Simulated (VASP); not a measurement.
Write the native input for VASP 6.6.1 that does the following.

| Property | Result |
| --- | --- |
| Task | relaxation of the atoms |
| Functional | PBE |
| Potentials or basis | VASP PAW PBE potentials, release 64 (Hf_pv, N, C) |
| Cutoff | 520 eV |
| k mesh | 2 × 2 × 2 |
| Occupations | gaussian, width 0.02 eV |
| Spin | no spin polarisation |
| Dipole correction | no |
| Further INCAR settings | LREAL = Auto; ALGO = Normal; EDIFF = 1e-07; IBRION = 2; EDIFFG = -0.03; NSW = 80 |

The structure of Hf8CN6 (a cell with a defect) lies in POSCAR:

```
Hf8CN6
1.0
   -3.1339080000     -5.4280880000      0.0000000000
    4.7008620000     -2.7140440000      0.0000000000
    0.0000000000      0.0000000000      5.4167680000
Hf N C
8 6 1
Direct
    0.4938683000      0.6736773000      0.7454203000
    0.4957974000      0.3314081000      0.2354567000
    0.2439030000      0.1803842000      0.7462092000
    0.2466491000      0.8312071000      0.2431740000
    0.0042301000      0.6676582000      0.7484524000
   -0.0036163000      0.3328693000      0.2521594000
    0.7479676000      0.1582437000      0.7576247000
    0.7492464000      0.8351977000      0.2488674000
    0.7512471000      0.5069787000      0.0059530000
    0.7549120000      0.4931392000      0.4879964000
    0.2471645000      0.5039761000     -0.0023844000
    0.2574027000      0.5018480000      0.4955540000
   -0.0022023000      0.0023978000      0.0014654000
    0.0030641000     -0.0123053000      0.5045666000
    0.4975704000     -0.0033936000     -0.0010382000
```

These files were run (other wordings do the same):

INCAR

```
ALGO = Normal ; EDIFF = 1E-7
EDIFFG = -0.03 ; ENCUT = 520
GGA = PE ; IBRION = 2
ISIF = 2 ; ISMEAR = 0
LASPH = T ; LCHARG = F
LREAL = Auto ; LWAVE = F
NELM = 100 ; NSW = 80
PREC = Accurate ; SIGMA = 0.02
```

KPOINTS

```
k-points
0
Gamma
  2 2 2
```

Potentials or basis: VASP PAW PBE potentials, release 64 (Hf_pv, N, C).

Launch:

```bash
$ cat potpaw_PBE.64/Hf_pv/POTCAR potpaw_PBE.64/N/POTCAR potpaw_PBE.64/C/POTCAR > POTCAR
$ mpirun -np 1 vasp_std > vasp.out
```

It gave:

The energy gained by relaxing is 35.7 meV/atom and the ionic steps are 10. The pressure after relaxing is 7.0 GPa, the largest force after relaxing is 0.018 eV/Å and the band gap on the k mesh is zero (bands 57 and 58 overlap by 0.53 eV).

Caveat: the k points lie up to 0.58 Å⁻¹ apart, too coarse for converged energies and pressures of a metal; spin-orbit coupling is left out, which moves the levels of the heavy elements.

Wall time 33 min on 1 thread of Oxide Virtual Turin-like Processor, with other jobs on the host, peak memory 0.28 GiB.
